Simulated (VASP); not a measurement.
# CsH5 (P-3m1) in VASP: a series of runs

Runs on CsH5. Level: PBE. Tasks: single point, relaxation of cell and atoms.

Program: VASP 6.6.1. These are calculated values, not measurements. Logs are shortened: lines on timing, memory, paths and dates and some standing lists are left out, and cuts for length are marked.

### 1 The cell of the first run

It takes space group P-3m1 (No. 164, trigonal). Conventional cell: a = 5.156 Å, b = 5.156 Å, c = 4.098 Å, α = 90.00°, β = 90.00°, γ = 120.00°. Within 4.1 Å of Cs (site symmetry -3m) lie 18 H at 3.01 to 3.29 Å and 2 Cs at 4.10 Å. Within 2.9 Å of H (site symmetry 2/m) lie 8 H at 2.20 to 2.89 Å. Within 3.1 Å of H (site symmetry 3m) lie 9 H at 2.20 to 3.10 Å and 3 Cs at 3.01 Å.

### 2 Single point, PBE

The input, INCAR:

```
PREC     = Accurate       # precision mode
ENCUT    = 520            # plane-wave cutoff, eV
EDIFF    = 1E-6           # SCF threshold, eV
ISMEAR   = 0              # smearing method
SIGMA    = 0.1            # smearing width, eV
LREAL    = False          # projectors in reciprocal space
LASPH    = True           # aspherical terms in the spheres
NELM     = 100            # most SCF steps
ALGO     = Normal         # electronic algorithm
ISIF     = 2              # what is computed and relaxed
LWAVE    = False          # write WAVECAR
LCHARG   = False          # write CHGCAR
GGA      = PE             # functional
NBANDS   = 16             # bands
```

The input, KPOINTS:

```
regular mesh
0
Gamma
  6 6 4
```

The input, POSCAR:

```
CsH5
1.0
    5.1564821300      0.0000000000      0.0000000000
   -2.5782410700      4.4656445200      0.0000000000
    0.0000000000      0.0000000000      4.0977420500
Cs H
1 5
Direct
    0.0000000000      0.0000000000      0.0000000000
    0.5000000000      0.0000000000      0.5000000000
    0.5000000000      0.5000000000      0.5000000000
    0.0000000000      0.5000000000      0.5000000000
    0.3333333300      0.6666666700      0.1035658400
    0.6666666700      0.3333333300      0.8964341600
```

Potentials or basis: VASP PAW PBE potentials, release 64 (Cs_sv, H).

Launch:

```bash
> cat potpaw_PBE.64/Cs_sv/POTCAR potpaw_PBE.64/H/POTCAR > POTCAR
> mpirun -np 1 vasp_std > vasp.out
```

OUTCAR:

```text
PREC = Accurate
   ENCUT = 520
   EDIFF = 1E-6
   ISMEAR = 0
   LREAL = False
   LASPH = True
   NELM = 100
   ISIF = 2
   GGA = PE

 ion  position               nearest neighbor table
   1  0.000  0.000  0.000-
   2  0.500  0.000  0.500-
   3  0.500  0.500  0.500-
   4  0.000  0.500  0.500-
   5  0.333  0.667  0.104-
   6  0.667  0.333  0.896-

  LATTYP: Found a hexagonal cell.
 ALAT       =     5.1564821300
 C/A-ratio  =     0.7946778340

  Lattice vectors:

 A1 = (   5.1564821300,   0.0000000000,   0.0000000000)
 A2 = (  -2.5782410700,   4.4656445200,   0.0000000000)
 A3 = (   0.0000000000,   0.0000000000,   4.0977420500)

Analysis of symmetry for initial positions (statically):
=====================================================================
 Subroutine PRICEL returns:
 Original cell was already a primitive cell.

 Routine SETGRP: Setting up the symmetry group for a
 hexagonal supercell.

 Subroutine GETGRP returns: Found 12 space group operations
 (whereof 12 operations were pure point group operations)
 out of a pool of 24 trial point group operations.

The static configuration has the point symmetry D_3d.

Analysis of symmetry for dynamics (positions and initial velocities):
=====================================================================
 Subroutine PRICEL returns:
 Original cell was already a primitive cell.

 Routine SETGRP: Setting up the symmetry group for a
 hexagonal supercell.

 Subroutine GETGRP returns: Found 12 space group operations
 (whereof 12 operations were pure point group operations)
 out of a pool of 24 trial point group operations.

The dynamic configuration has the point symmetry D_3d.

 Subroutine INISYM returns: Found 12 space group operations
 (whereof 12 operations are pure point group operations),
 and found     1 'primitive' translations

----------------------------------------------------------------------------------------

                                     Primitive cell

  volume of cell :      94.3588

  direct lattice vectors                    reciprocal lattice vectors
     5.156482130  0.000000000  0.000000000     0.193930663  0.111965921  0.000000000
    -2.578241070  4.465644520  0.000000000     0.000000000  0.223931841  0.000000000
     0.000000000  0.000000000  4.097742050     0.000000000  0.000000000  0.244036835

  length of vectors
     5.156482130  5.156482134  4.097742050     0.223931841  0.223931841  0.244036835

  position of ions in fractional coordinates (direct lattice)
     0.000000000  0.000000000  0.000000000
     0.500000000  0.000000000  0.500000000
     0.500000000  0.500000000  0.500000000
     1.000000000  0.500000000  0.500000000
     0.333333330  0.666666670  0.103565840
     0.666666670  0.333333330  0.896434160

  ion indices of the primitive-cell ions
   primitive index   ion index
                 1           1
                 2           2
                 3           3
                 4           4
                 5           5
                 6           6

----------------------------------------------------------------------------------------

 KPOINTS: regular mesh

Automatic generation of k-mesh.
 Grid dimensions read from file:
 generate k-points for:    6    6    4

 Generating k-lattice:

  Cartesian coordinates                     Fractional coordinates (reciprocal lattice)
     0.032321777  0.018660987  0.000000000     0.166666667 -0.000000000  0.000000000
     0.000000000  0.037321974  0.000000000     0.000000000  0.166666667  0.000000000
     0.000000000  0.000000000  0.061009209     0.000000000  0.000000000  0.250000000

  Length of vectors
     0.037321974  0.037321974  0.061009209

  Shift w.r.t. Gamma in fractional coordinates (k-lattice)
     0.000000000  0.000000000  0.000000000

 Subroutine IBZKPT returns following result:
 ===========================================

 Found     24 irreducible k-points:

 Following reciprocal coordinates:
            Coordinates               Weight
  0.000000  0.000000  0.000000      1.000000
  0.166667  0.000000  0.000000      6.000000
  0.333333  0.000000  0.000000      6.000000
  0.500000  0.000000  0.000000      3.000000
  0.166667  0.166667  0.000000      6.000000
  0.333333  0.166667  0.000000     12.000000
[... 16 lines left out ...]
  0.333333  0.166667  0.500000     12.000000
  0.333333  0.333333  0.500000      2.000000
   k-points           NKPTS =     24   k-points in BZ     NKDIM =     24   number of bands    NBANDS=     16
   number of dos      NEDOS =    301   number of ions     NIONS =      6
   total plane-waves  NPLWV =  48000
   dimension x,y,z NGX =    40 NGY =   40 NGZ =   30
   dimension x,y,z NGXF=    80 NGYF=   80 NGZF=   60
   ions per type =               1   5
   NGX,Y,Z   is equivalent  to a cutoff of  12.90, 12.90, 12.17 a.u.
   NGXF,Y,Z  is equivalent  to a cutoff of  25.79, 25.79, 24.34 a.u.
 SYSTEM =  unknown system
   PREC   = accura    normal or accurate (medium, high low for compatibility)
   ISTART =      0    job   : 0-new  1-cont  2-samecut
   ICHARG =      2    charge: 1-file 2-atom 10-const
   ISPIN  =      1    spin polarized calculation?
   LNONCOLLINEAR =      F non collinear calculations
   LSORBIT =      F    spin-orbit coupling
   LASPH  =      T    aspherical Exc in radial PAW
   ENCUT  =  520.0 eV  38.22 Ry    6.18 a.u.   9.59  9.59  7.62*2*pi/ulx,y,z
   NELM   =    100;   NELMIN=  2; NELMDL= -5     # of ELM steps
   EDIFF  = 0.1E-05   stopping-criterion for ELM
   LREAL  =      F    real-space projection
   EDIFFG = 0.1E-04   stopping-criterion for IOM
   NSW    =      0    number of steps for IOM
   IBRION =     -1    ionic relax: 0-MD 1-quasi-New 2-CG
   NFREE  =      0    steps in history (QN), initial steepest desc. (CG)
   ISIF   =      2    stress and relaxation
   ISYM   =      2    0-nonsym 1-usesym 2-fastsym
   POTIM  = 0.5000    time-step for ionic-motion
   TEBEG  =    0.0;   TEEND  =   0.0 temperature during run
   PSTRESS=    0.0 pullay stress
   NELECT =      14.0000    total number of electrons
   NUPDOWN=      -1.0000    fix difference up-down
   EMIN   =  10.00;   EMAX   =-10.00  energy-range for DOS
   EFERMI =   0.00;   METHOD = LEGACY
   ISMEAR =     0;   SIGMA  =   0.10  broadening in eV -4-tet -1-fermi 0-gaus
   EFERMI_NEDOS =   21; number of points for ismear=-14 and -15
   IALGO  =     38    algorithm
   IMIX   =      4    mixing-type and parameters
     AMIX     =   0.40;   BMIX     =  1.00
     AMIX_MAG =   1.60;   BMIX_MAG =  1.00
  volume/ion in A,a.u.               =      15.73       106.13
  Fermi-wavevector in a.u.,A,eV,Ry     =   0.866676  1.637780 10.219706  0.751127
  Thomas-Fermi vector in A             =   1.985099
   LORBIT       =      0    0 simple, 1 ext, 2 COOP (PROOUT), +10 PAW based schemes
   GGA     = PE    functional components
   LHFCALC =     F    Hartree Fock is set to
   AEXX    =    0.0000 exact exchange contribution
   IVDW    =     0    specifies the selected vdW correction
   LEPSILON=     F    determine dielectric tensor
   LRPA    =     F    only Hartree local field effects (RPA)
 non-spin polarized calculation
 Gauss-broadening in eV      SIGMA  =   0.10
  energy-cutoff  :      520.00
  volume of cell :       94.36
 maximum number of plane-waves:      2595
 NGX is ok and might be reduce to    40
   NGX = 19   NGY = 19   NGZ = 15

 number of electron      13.9999998 magnetization

 Free energy of the ion-electron system (eV)
  ---------------------------------------------------
  ext. energy  EPLUGINS =         0.00000000
  ---------------------------------------------------
  free energy    TOTEN  =        -9.54505969 eV

  energy without entropy =       -9.50729411  energy(sigma->0) =       -9.52617690

 E-fermi :  -1.2388     XC(G=0):  -7.6368

 val. band max:       -1.2515257355   @ k =   0.3333   0.1667   0.2500
 cond. band min:      -1.2330676077   @ k =   0.1667   0.0000   0.2500
 fundamental gap:      0.0184581277
 Fermi energy:        -1.2388145594

 k-point     1 :       0.0000    0.0000    0.0000
  band No.  band energies     occupation
      1     -21.8006      2.00000
      2      -8.5578      2.00000
      3      -8.5578      2.00000
      4      -8.3244      2.00000
      5      -5.8927      2.00000
      6      -1.8324      2.00000
[... 8 lines left out ...]
     15       7.2478      0.00000
     16       7.2492      0.00000

 k-point     2 :       0.1667    0.0000    0.0000
  band No.  band energies     occupation
      1     -21.7968      2.00000
      2      -8.7242      2.00000
      3      -8.5802      2.00000
      4      -8.3176      2.00000
      5      -5.5554      2.00000
      6      -2.6839      2.00000
[... 8 lines left out ...]
     15       7.1390      0.00000
     16       7.7638      0.00000

 k-point     3 :       0.3333    0.0000    0.0000
  band No.  band energies     occupation
      1     -21.7892      2.00000
      2      -8.9910      2.00000
      3      -8.6241      2.00000
      4      -8.3039      2.00000
      5      -4.8425      2.00000
      6      -3.4962      2.00000
[... 8 lines left out ...]
     15       7.1586      0.00000
     16       8.6614      0.00000

 k-point     4 :       0.5000    0.0000    0.0000
  band No.  band energies     occupation
      1     -21.7854      2.00000
      2      -9.1034      2.00000
      3      -8.6456      2.00000
      4      -8.2969      2.00000
      5      -4.2215      2.00000
      6      -4.0619      2.00000
[... 8 lines left out ...]
     15       8.0615      0.00000
     16       8.3079      0.00000
[... 324 lines left out ...]
 k-point    22 :       0.1667    0.1667    0.5000
  band No.  band energies     occupation
      1     -21.7136      2.00000
      2      -9.2614      2.00000
      3      -8.6516      2.00000
      4      -8.4924      2.00000
      5      -4.1574      2.00000
      6      -3.0121      2.00000
[... 8 lines left out ...]
     15       7.8541      0.00000
     16       8.9376      0.00000

 k-point    23 :       0.3333    0.1667    0.5000
  band No.  band energies     occupation
      1     -21.7088      2.00000
      2      -9.2040      2.00000
      3      -8.7460      2.00000
      4      -8.5466      2.00000
      5      -4.0639      2.00000
      6      -3.1207      2.00000
[... 8 lines left out ...]
     15       7.5352      0.00000
     16       8.3151      0.00000

 k-point    24 :       0.3333    0.3333    0.5000
  band No.  band energies     occupation
      1     -21.7072      2.00000
      2      -9.1847      2.00000
      3      -8.6736      2.00000
      4      -8.6736      2.00000
      5      -3.6740      2.00000
      6      -3.6740      2.00000
[... 8 lines left out ...]
     15       7.6113      0.00000
     16       8.6443      0.00000

------------------------ aborting loop because EDIFF is reached ----------------------------------------

  FORCE on cell =-STRESS in cart. coord.  units (eV):
  Direction    XX          YY          ZZ          XY          YZ          ZX
  --------------------------------------------------------------------------------------
  -------------------------------------------------------------------------------------
  Total       -1.2012062     -1.2012062     -4.7631348      0.0000000      0.0000000      0.0000000
  in kB      -20.3960403    -20.3960403    -80.8762812      0.0000000      0.0000000      0.0000000
  external PRESSURE =     -40.5561206 kB  Pullay stress =       0.0000000 kB

 VOLUME and BASIS-vectors are now :
 -----------------------------------------------------------------------------
  energy-cutoff  :      520.00
  volume of cell :       94.36
      direct lattice vectors                 reciprocal lattice vectors
     5.156482130  0.000000000  0.000000000     0.193930663  0.111965921  0.000000000
    -2.578241070  4.465644520  0.000000000     0.000000000  0.223931841  0.000000000
     0.000000000  0.000000000  4.097742050     0.000000000  0.000000000  0.244036835

 POSITION                                       TOTAL-FORCE (eV/Angst)
 -----------------------------------------------------------------------------------
      0.00000      0.00000      0.00000         0.000000      0.000000      0.000000
      2.57824      0.00000      2.04887         0.000000      0.000000      0.000000
      1.28912      2.23282      2.04887         0.000000      0.000000      0.000000
     -1.28912      2.23282      2.04887         0.000000      0.000000      0.000000
     -0.00000      2.97710      0.42439        -0.000000      0.000000      0.809766
      2.57824      1.48855      3.67336         0.000000     -0.000000     -0.809766
 -----------------------------------------------------------------------------------
    total drift:                               -0.000000      0.000000      0.000000

  FREE ENERGIE OF THE ION-ELECTRON SYSTEM (eV)
  ---------------------------------------------------
  free  energy   TOTEN  =        -9.5450596900 eV

  energy  without entropy=       -9.5072941058  energy(sigma->0) =       -9.52617690
```

It took 52 s on 1 thread of Intel Xeon 8259CL, shared host; peak memory 0.22 GiB.

What came out:

- Free energy: -9.5451 eV
- Pressure: -4.1 GPa
- Largest force: 0.810 eV/Å
- Band gap on the k mesh: zero (bands 7 and 8 overlap by 0.69 eV)

Forces on the atoms (eV/Å):
```
Cs   0.000  0.000  0.000
H    0.000  0.000  0.000
H    0.000  0.000  0.000
H    0.000  0.000  0.000
H    0.000  0.000  0.810
H    0.000  0.000 -0.810
```

Stress tensor (GPa, compression positive):
```
-2.04  0.00  0.00
 0.00 -2.04  0.00
 0.00  0.00 -8.09
```

Caveat: the k points lie up to 0.38 Å⁻¹ apart, too coarse for converged energies and pressures of a metal; spin-orbit coupling is left out, which moves the levels of the heavy elements.

### 3 Relaxation of cell and atoms, PBE

The input, INCAR:

```
PREC = Accurate
ENCUT = 600
EDIFF = 1E-6
ISMEAR = 0
SIGMA = 0.1
LREAL = F
LASPH = T
NELM = 80
ALGO = Normal
ISIF = 3
LWAVE = F
LCHARG = F
GGA = PE
IBRION = 2
NSW = 90
EDIFFG = -0.04
```

The input, KPOINTS:

```
Automatic mesh
0
Gamma
  6 6 4
```

POSCAR is that of step 2.

Potentials or basis: VASP PAW PBE potentials, release 64 (Cs_sv, H).

Launch:

```bash
> cat potpaw_PBE.64/Cs_sv/POTCAR potpaw_PBE.64/H/POTCAR > POTCAR
> mpirun -np 1 vasp_std > vasp.out
```

It took 17 min on 1 thread of Intel Xeon 8259CL, shared host; peak memory 0.27 GiB.

The run converged. Its results:

```yaml
Free_energy: -15.6884 eV
Relaxed_volume: 11.22 Å³/atom
Relaxed_cell: a = 4.395 Å, b = 4.395 Å, c = 4.026 Å, α = 90.00°, β = 90.00°, γ = 120.00°
Space_group_after_relaxing_to_0.1_Å: P6/mmm (No. 191)
Energy_gained_by_relaxing: 1023.9 meV/atom
Ionic_steps: 27
Pressure_after_relaxing: 0.4 GPa
Largest_force_after_relaxing: 0.011 eV/Å
Band_gap_on_the_k_mesh: zero (bands 7 and 8 overlap by 0.62 eV)
```

Forces in eV/Å, atoms in the order of the input:
```
Cs   0.000  0.000  0.000
H    0.000  0.000  0.000
H    0.000  0.000  0.000
H    0.000  0.000  0.000
H    0.000  0.000  0.011
H    0.000  0.000 -0.011
```

Stress tensor (GPa, compression positive):
```
0.50 0.00 0.00
0.00 0.50 0.00
0.00 0.00 0.26
```

The path:
```csv
step,energy change (eV),largest force (eV/Å),pressure (GPa),volume (Å³)
1,0.0000,0.8093,-4.00,94.36
2,-0.2775,1.0253,-3.85,89.08
3,-1.1979,1.6838,-2.49,74.12
4,-0.0877,2.4074,33.04,48.03
5,-1.3775,1.7400,-0.28,67.04
6,-1.3408,2.2265,11.72,55.17
7,-1.5168,1.9349,3.91,60.86
8,-1.7905,2.3083,5.67,59.45
9,-2.4543,2.3322,12.09,55.25
10,-0.5917,0.6738,39.62,47.13
11,-2.2831,2.2116,15.78,53.67
12,-2.4275,2.1266,15.98,53.55
13,-2.8153,1.8179,16.69,53.19
14,-3.3352,1.0067,18.32,52.48
15,-3.1162,0.9039,21.71,51.06
16,-3.4561,0.3077,19.63,51.94
17,-4.0780,0.0503,14.81,53.36
18,-5.0234,0.8291,6.00,57.55
19,-5.1158,1.2212,3.73,59.34
20,-5.1130,1.3476,3.18,59.92
21,-5.2535,1.1923,2.91,60.22
22,-5.5911,0.6877,2.21,61.09
23,-5.8382,0.4332,1.23,62.76
24,-5.9338,0.3795,0.89,63.61
25,-6.1063,0.1942,0.46,65.90
26,-6.0410,0.2382,0.66,69.37
27,-6.1433,0.0114,0.42,67.34
```

Final structure:
```yaml
crystal:
  lattice:
    - [4.39501, 0.00000, 0.00000]
    - [-2.19750, 3.80619, 0.00000]
    - [0.00000, 0.00000, 4.02556]
  atoms:
    - { symbol: Cs, position: [0.00000, 0.00000, 0.00000] }
    - { symbol: H, position: [0.50000, 0.00000, 0.50000] }
    - { symbol: H, position: [0.50000, 0.50000, 0.50000] }
    - { symbol: H, position: [0.00000, 0.50000, 0.50000] }
    - { symbol: H, position: [0.33333, 0.66667, 0.49941] }
    - { symbol: H, position: [0.66667, 0.33333, 0.50059] }
```

Levels at points of the mesh, in eV from the Fermi level:
```tsv
k point	band 4	band 5	band 6	band 7	band 8	band 9	band 10	band 11
(0.00, 0.00, 0.00)	-8.27	-8.06	-1.32	-0.53	-0.53	3.05	6.62	7.31
(0.50, 0.00, 0.00)	-7.94	-5.83	-5.67	-0.02	2.60	4.75	5.02	7.05
(0.00, 0.00, 0.50)	-8.14	-6.39	-1.10	-0.01	-0.01	1.44	4.73	4.73
(0.50, 0.00, 0.50)	-8.31	-7.27	-4.95	-0.78	2.66	5.07	5.70	7.03
```

Caveat: the k points lie up to 0.39 Å⁻¹ apart in the final cell, too coarse for converged energies and pressures of a metal; the volume moved by over 15 % at a fixed basis, so the end points are rough; spin-orbit coupling is left out, which moves the levels of the heavy elements.
